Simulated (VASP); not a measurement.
# BaTiO3 (P1) in VASP: further runs, part 2 of 2

VASP 6.6.1.

### 4 Single point, BLYP

INCAR

```
SYSTEM = BaTiO3
AGGAC = 1.0
AGGAX = 1.0
ALDAC = 0.0
ALDAX = 1.0
ALGO = Normal
EDIFF = 1E-6
ENCUT = 520
GGA = B5
ISIF = 2
ISMEAR = -1
LASPH = .True.
LCHARG = .False.
LREAL = .False.
LWAVE = .False.
NBANDS = 28
NELM = 60
PREC = Accurate
SIGMA = 0.05
```

KPOINTS

```
k-points
0
Gamma
  7 7 7
  0 0 0
```

POSCAR

```
BaTiO3
1.0
    4.0073000000      0.0000000000      0.0000000000
    0.0000000000      4.0073000000      0.0000000000
    0.0000000000      0.0000000000      4.0073000000
Ba Ti O
1 1 3
Direct
    0.5090294500      0.4552911200      0.5066787400
    0.9437351000      0.0699797700      0.9543125000
    0.5205349200      0.0068319800      0.0554319400
    0.0126470200      0.4919678200      0.0527235900
    0.0140535100      0.9759293100      0.4308532400
```

Potentials or basis: VASP PAW PBE potentials, release 64 (Ba_sv, Ti_sv, O).

Command:

```bash
> cat potpaw_PBE.64/Ba_sv/POTCAR potpaw_PBE.64/Ti_sv/POTCAR potpaw_PBE.64/O/POTCAR > POTCAR
> mpirun -np 1 vasp_std > vasp.out
```

OUTCAR:

```text
SYSTEM = BaTiO3
   EDIFF = 1E-6
   ENCUT = 520
   GGA = B5
   ISIF = 2
   ISMEAR = -1
   LASPH = .True.
   LREAL = .False.
   NELM = 60
   PREC = Accurate

 ion  position               nearest neighbor table
   1  0.509  0.455  0.507-   3 2.55   4 2.70   4 2.72   5 2.78   5 2.81   3 2.84   3 2.86   5 2.89
                             5 2.92   2 2.94   4 2.96   4 2.98   3 3.12   2 3.21   2 3.28   2 3.51
   2  0.944  0.070  0.954-   4 1.76   3 1.76   5 1.97   5 2.15   3 2.36   4 2.37   1 2.94   1 3.21
                             1 3.28   1 3.51   1 3.52   1 3.74   1 3.80
   3  0.521  0.007  0.055-   2 1.76   2 2.36   1 2.55   1 2.84   1 2.86   1 3.12
   4  0.013  0.492  0.053-   2 1.76   2 2.37   1 2.70   1 2.72   1 2.96   1 2.98
   5  0.014  0.976  0.431-   2 1.97   2 2.15   1 2.78   1 2.81   1 2.89   1 2.92

  LATTYP: Found a simple cubic cell.
 ALAT       =     4.0073000000

  Lattice vectors:

 A1 = (   4.0073000000,   0.0000000000,   0.0000000000)
 A2 = (   0.0000000000,   4.0073000000,   0.0000000000)
 A3 = (   0.0000000000,   0.0000000000,   4.0073000000)

Analysis of symmetry for initial positions (statically):
=====================================================================
 Subroutine PRICEL returns:
 Original cell was already a primitive cell.

 Routine SETGRP: Setting up the symmetry group for a
 simple cubic supercell.

 Subroutine GETGRP returns: Found  1 space group operations
 (whereof  1 operations were pure point group operations)
 out of a pool of 48 trial point group operations.

The static configuration has the point symmetry C_1 .

Analysis of symmetry for dynamics (positions and initial velocities):
=====================================================================
 Subroutine PRICEL returns:
 Original cell was already a primitive cell.

 Routine SETGRP: Setting up the symmetry group for a
 simple cubic supercell.

 Subroutine GETGRP returns: Found  1 space group operations
 (whereof  1 operations were pure point group operations)
 out of a pool of 48 trial point group operations.

The dynamic configuration has the point symmetry C_1 .

 Subroutine INISYM returns: Found  1 space group operations
 (whereof  1 operations are pure point group operations),
 and found     1 'primitive' translations

----------------------------------------------------------------------------------------

                                     Primitive cell

  volume of cell :      64.3510

  direct lattice vectors                    reciprocal lattice vectors
     4.007300000  0.000000000  0.000000000     0.249544581  0.000000000  0.000000000
     0.000000000  4.007300000  0.000000000     0.000000000  0.249544581  0.000000000
     0.000000000  0.000000000  4.007300000     0.000000000  0.000000000  0.249544581

  length of vectors
     4.007300000  4.007300000  4.007300000     0.249544581  0.249544581  0.249544581

  position of ions in fractional coordinates (direct lattice)
     0.509029450  0.455291120  0.506678740
     0.943735100  0.069979770  0.954312500
     0.520534920  0.006831980  0.055431940
     0.012647020  0.491967820  0.052723590
     0.014053510  0.975929310  0.430853240

[... 22 lines left out ...]

  Length of vectors
     0.035649226  0.035649226  0.035649226

  Shift w.r.t. Gamma in fractional coordinates (k-lattice)
     0.000000000  0.000000000  0.000000000

 Subroutine IBZKPT returns following result:
 ===========================================

 Found    172 irreducible k-points:

 Following reciprocal coordinates:
            Coordinates               Weight
  0.000000  0.000000  0.000000      1.000000
  0.142857  0.000000  0.000000      2.000000
  0.000000  0.142857  0.000000      2.000000
  0.000000  0.000000  0.142857      2.000000
  0.285714  0.000000  0.000000      2.000000
  0.000000  0.285714  0.000000      2.000000
[... 16 lines left out ...]
  0.000000 -0.285714  0.142857      2.000000
 -0.142857  0.000000  0.285714      2.000000
 [... further k-points ...]
   k-points           NKPTS =    172   k-points in BZ     NKDIM =    172   number of bands    NBANDS=     28
   number of dos      NEDOS =    301   number of ions     NIONS =      5
   total plane-waves  NPLWV =  27000
   dimension x,y,z NGX =    30 NGY =   30 NGZ =   30
   dimension x,y,z NGXF=    60 NGYF=   60 NGZF=   60
   ions per type =               1   1   3
   NGX,Y,Z   is equivalent  to a cutoff of  12.45, 12.45, 12.45 a.u.
   NGXF,Y,Z  is equivalent  to a cutoff of  24.89, 24.89, 24.89 a.u.
 SYSTEM =  BaTiO3
   PREC   = accura    normal or accurate (medium, high low for compatibility)
   ISTART =      0    job   : 0-new  1-cont  2-samecut
   ICHARG =      2    charge: 1-file 2-atom 10-const
   ISPIN  =      1    spin polarized calculation?
   LNONCOLLINEAR =      F non collinear calculations
   LSORBIT =      F    spin-orbit coupling
   LASPH  =      T    aspherical Exc in radial PAW
   ENCUT  =  520.0 eV  38.22 Ry    6.18 a.u.   7.45  7.45  7.45*2*pi/ulx,y,z
   NELM   =     60;   NELMIN=  2; NELMDL= -5     # of ELM steps
   EDIFF  = 0.1E-05   stopping-criterion for ELM
   LREAL  =      F    real-space projection
   EDIFFG = 0.1E-04   stopping-criterion for IOM
   NSW    =      0    number of steps for IOM
   IBRION =     -1    ionic relax: 0-MD 1-quasi-New 2-CG
   NFREE  =      0    steps in history (QN), initial steepest desc. (CG)
   ISIF   =      2    stress and relaxation
   ISYM   =      2    0-nonsym 1-usesym 2-fastsym
   POTIM  = 0.5000    time-step for ionic-motion
   TEBEG  =    0.0;   TEEND  =   0.0 temperature during run
   PSTRESS=    0.0 pullay stress
   NELECT =      40.0000    total number of electrons
   NUPDOWN=      -1.0000    fix difference up-down
   EMIN   =  10.00;   EMAX   =-10.00  energy-range for DOS
   EFERMI =   0.00;   METHOD = LEGACY
   ISMEAR =    -1;   SIGMA  =   0.05  broadening in eV -4-tet -1-fermi 0-gaus
   EFERMI_NEDOS =   21; number of points for ismear=-14 and -15
   IALGO  =     38    algorithm
   IMIX   =      4    mixing-type and parameters
     AMIX     =   0.40;   BMIX     =  1.00
     AMIX_MAG =   1.60;   BMIX_MAG =  1.00
  volume/ion in A,a.u.               =      12.87        86.85
  Fermi-wavevector in a.u.,A,eV,Ry     =   1.397150  2.640230 26.558947  1.952028
  Thomas-Fermi vector in A             =   2.520434
   LORBIT       =      0    0 simple, 1 ext, 2 COOP (PROOUT), +10 PAW based schemes
   GGA     = B5    functional components
   LHFCALC =     F    Hartree Fock is set to
   AEXX    =    0.0000 exact exchange contribution
   IVDW    =     0    specifies the selected vdW correction
   LEPSILON=     F    determine dielectric tensor
   LRPA    =     F    only Hartree local field effects (RPA)
 non-spin polarized calculation
  energy-cutoff  :      520.00
  volume of cell :       64.35
 maximum number of plane-waves:      1759
 NGX is ok and might be reduce to    30
   NGX = 15   NGY = 15   NGZ = 15

 number of electron      40.0000008 magnetization

 Free energy of the ion-electron system (eV)
  ---------------------------------------------------
  ext. energy  EPLUGINS =         0.00000000
  ---------------------------------------------------
  free energy    TOTEN  =       -35.95271818 eV

  energy without entropy =      -35.95271818  energy(sigma->0) =      -35.95271818

 E-fermi :   5.5154     XC(G=0): -10.6760

 val. band max:        4.4084428227   @ k =  -0.4286   0.4286   0.4286
 cond. band min:       7.1497291225   @ k =  -0.2857   0.2857   0.2857
 fundamental gap:      2.7412862998
 Fermi energy:         5.5154110239

 k-point     1 :       0.0000    0.0000    0.0000
  band No.  band energies     occupation
      1     -51.6663      2.00000
      2     -28.2074      2.00000
      3     -28.1871      2.00000
      4     -28.0520      2.00000
      5     -20.8844      2.00000
      6     -12.6251      2.00000
[... 733 lines left out ...]
     27      10.9637      0.00000
     28      12.5056      0.00000

 [... further k-points ...]
[... 5 lines left out ...]
  --------------------------------------------------------------------------------------
  -------------------------------------------------------------------------------------
  Total       10.1830312      9.3148516      4.5353426     -0.7259432     -0.3645650      0.6828505
  in kB      253.5315947    231.9161280    112.9185037    -18.0741409     -9.0767419     17.0012425
  external PRESSURE =     199.4554088 kB  Pullay stress =       0.0000000 kB

 VOLUME and BASIS-vectors are now :
 -----------------------------------------------------------------------------
  energy-cutoff  :      520.00
  volume of cell :       64.35
      direct lattice vectors                 reciprocal lattice vectors
     4.007300000  0.000000000  0.000000000     0.249544581  0.000000000  0.000000000
     0.000000000  4.007300000  0.000000000     0.000000000  0.249544581  0.000000000
     0.000000000  0.000000000  4.007300000     0.000000000  0.000000000  0.249544581

 POSITION                                       TOTAL-FORCE (eV/Angst)
 -----------------------------------------------------------------------------------
      2.03983      1.82449      2.03041        -1.071864      2.263600     -0.611518
      3.78183      0.28043      3.82422         2.800651     -3.575163      1.248977
      2.08594      0.02738      0.22213        -1.360015     -0.219845     -2.322953
      0.05068      1.97146      0.21128        -0.186976      0.936667     -2.213229
      0.05632      3.91084      1.72656        -0.181796      0.594741      3.898724
 -----------------------------------------------------------------------------------
    total drift:                               -0.000373      0.000382      0.000767

  FREE ENERGIE OF THE ION-ELECTRON SYSTEM (eV)
  ---------------------------------------------------
  free  energy   TOTEN  =       -35.9527181764 eV

  energy  without entropy=      -35.9527181764  energy(sigma->0) =      -35.95271818
```

stdout:

```text
POSCAR found type information on POSCAR BaTiO
 POSCAR found :  3 types and       5 ions
 scaLAPACK will be used
 -----------------------------------------------------------------------------
|                                                                             |
|                                                                             |
|     You enforced a specific xc type in the INCAR file but a different       |
|     I HOPE YOU KNOW WHAT YOU ARE DOING!                                     |
|                                                                             |
 -----------------------------------------------------------------------------

 LDA part: xc-table for (Slater(with rela. corr.)+VWN5), standard interpolation
 POSCAR, INCAR and KPOINTS ok, starting setup
 FFT: planning ... GRIDC
 FFT: planning ... GRID_SOFT
 FFT: planning ... GRID
 WAVECAR not read
 entering main loop
```

Run time: 3.6 min. Hardware: 1 thread of Intel Xeon Platinum 8488C (Sapphire Rapids), shared host; peak memory 0.4 GiB.

What came out:

- Free energy: -35.9527 eV
- Pressure: 19.9 GPa
- Largest force: 4.710 eV/Å
- Band gap on the k mesh: 2.74 eV, indirect (least direct gap 2.90 eV)

Forces on the atoms (eV/Å):
```
Ba  -1.072  2.264 -0.612
Ti   2.801 -3.575  1.249
O   -1.360 -0.220 -2.323
O   -0.187  0.937 -2.213
O   -0.182  0.595  3.899
```

Stress tensor (GPa, compression positive):
```
25.35 -1.81  1.70
-1.81 23.19 -0.91
 1.70 -0.91 11.29
```

Caveat: the PAW data sets were made with another functional, which shifts forces and pressure a little; spin-orbit coupling is left out, which moves the levels of the heavy elements.

### 5 Relaxation of cell and atoms, PBE

INCAR

```
SYSTEM = BaTiO3
PREC = Accurate ; ENCUT = 600
EDIFF = 1E-6 ; ISMEAR = -1
SIGMA = 0.05 ; LREAL = .False.
LASPH = .True. ; NELM = 80
ALGO = Normal ; ISIF = 3
LWAVE = .False. ; LCHARG = .False.
GGA = PE ; IBRION = 2
NSW = 60 ; EDIFFG = -0.01
```

KPOINTS

```
regular mesh
0
Gamma
  7 7 7
  0 0 0
```

POSCAR is that of step 4.

Command:

```bash
> cat potpaw_PBE.64/Ba_sv/POTCAR potpaw_PBE.64/Ti_sv/POTCAR potpaw_PBE.64/O/POTCAR > POTCAR
> mpirun -np 1 vasp_std > vasp.out
```

Run time: 83 min. Hardware: 1 thread of Intel Xeon Platinum 8375C at 2.90GHz (Ice Lake), shared host; peak memory 0.48 GiB.

Results (log left out):

```
Free energy                            : -40.0600 eV
Relaxed volume                         : 13.52 Å³/atom
Relaxed cell                           : a = 4.074 Å, b = 4.088 Å, c = 4.060 Å, α = 90.29°, β = 89.73°, γ = 90.34°
Space group after relaxing (to 0.05 Å) : R3m (No. 160)
Energy gained by relaxing              : 414.5 meV/atom
Ionic steps                            : 36
Pressure after relaxing                : 0.0 GPa
Largest force after relaxing           : 0.009 eV/Å
Band gap on the k mesh                 : 2.60 eV, indirect (least direct gap 3.10 eV)
```

Forces on the atoms (eV/Å):
```
Ba  -0.005 -0.004 -0.005
Ti   0.007  0.000 -0.005
O   -0.009  0.001  0.003
O    0.002  0.002  0.004
O    0.004  0.001  0.003
```

Step by step:
```
step  energy change (eV)  largest force (eV/Å)  pressure (GPa)  volume (Å³)
   1              0.0000                4.4612           13.85        64.35
   2             -1.1974                1.9151          -14.75        75.21
   3             -1.2729                2.1832          -10.84        72.70
   4             -1.9748                0.6449           -0.89        67.66
   5             -1.9750                0.6418           -1.09        67.74
   6             -2.0528                0.3015            1.91        66.78
   7             -2.0528                0.2997            1.98        66.76
   8             -2.0626                0.1707           -1.38        68.09
   9             -2.0642                0.2034           -0.50        67.72
  10             -2.0682                0.1263           -0.20        67.60
  11             -2.0702                0.0494            0.24        67.44
  12             -2.0708                0.0617           -0.15        67.63
  13             -2.0708                0.0602           -0.16        67.62
  14             -2.0710                0.0343            0.13        67.56
  15             -2.0710                0.0344            0.13        67.56
  16             -2.0712                0.0248            0.02        67.65
  17             -2.0712                0.0313            0.00        67.67
  18             -2.0713                0.0208           -0.04        67.70
  19             -2.0714                0.0226           -0.06        67.74
  20             -2.0715                0.0228            0.01        67.70
  21             -2.0716                0.0338            0.16        67.63
  22             -2.0716                0.0306            0.15        67.63
  23             -2.0717                0.0234            0.09        67.64
  24             -2.0718                0.0274           -0.03        67.66
  25             -2.0719                0.0239           -0.05        67.66
  26             -2.0720                0.0197           -0.03        67.64
  27             -2.0720                0.0392           -0.01        67.61
  28             -2.0721                0.0280           -0.03        67.63
  29             -2.0722                0.0213            0.03        67.60
  30             -2.0722                0.0339            0.21        67.54
  31             -2.0722                0.0227            0.16        67.57
  32             -2.0722                0.0187            0.09        67.59
  33             -2.0723                0.0182           -0.01        67.63
  34             -2.0723                0.0167           -0.03        67.64
  35             -2.0723                0.0120           -0.06        67.65
  36             -2.0723                0.0095           -0.02        67.62
```

Final structure:
```
Ba Ti O
1.0
     4.07387   -0.01213    0.00964
    -0.01211    4.08812   -0.01049
     0.00957   -0.01019    4.06029
Ba Ti O
1 1 3
Direct
  0.49153 0.50958 0.49250
  0.97610 0.02531 0.97805
  0.51857 0.99278 0.00659
  0.00645 0.48008 0.00605
  0.00735 0.99226 0.51681
```

Levels at points of the mesh, in eV from the valence-band top:
```tsv
k point	band 18	band 19	band 20	band 21	band 22	band 23
(0.00, 0.00, 0.00)	-0.65	-0.50	-0.50	2.60	2.65	2.79
```

Caveat: spin-orbit coupling is left out, which moves the levels of the heavy elements.

### 6 Summary

```tsv
task	level	cell	k mesh	cutoff (eV)	gap on the mesh (eV)	pressure (GPa)	largest force (eV/Å)
single point	PBE	as given	3 × 3 × 3	520	3.03	14.0	4.49
single point	PBEsol	as given	7 × 7 × 7	520	2.74	7.8	4.38
single point	BLYP	as given	7 × 7 × 7	520	2.74	19.9	4.71
relaxation of cell and atoms	PBE	relaxed	7 × 7 × 7	600	2.60	0.0	0.01
```

Alike in all rows: potentials or basis VASP PAW PBE potentials, release 64 (Ba_sv, Ti_sv, O); no spin polarisation; smearing fermi-dirac 0.05 eV.

Caveats: some runs use coarse meshes; spin-orbit coupling is left out, which moves the levels of the heavy elements; the PAW data sets were made with another functional, which shifts forces and pressure a little (some runs); forces of over 1 eV/Å act on the atoms, so gaps and moduli don't describe the material at rest (some runs).

Total energies depend on the potentials used, so only differences within one code and one set of settings carry meaning.
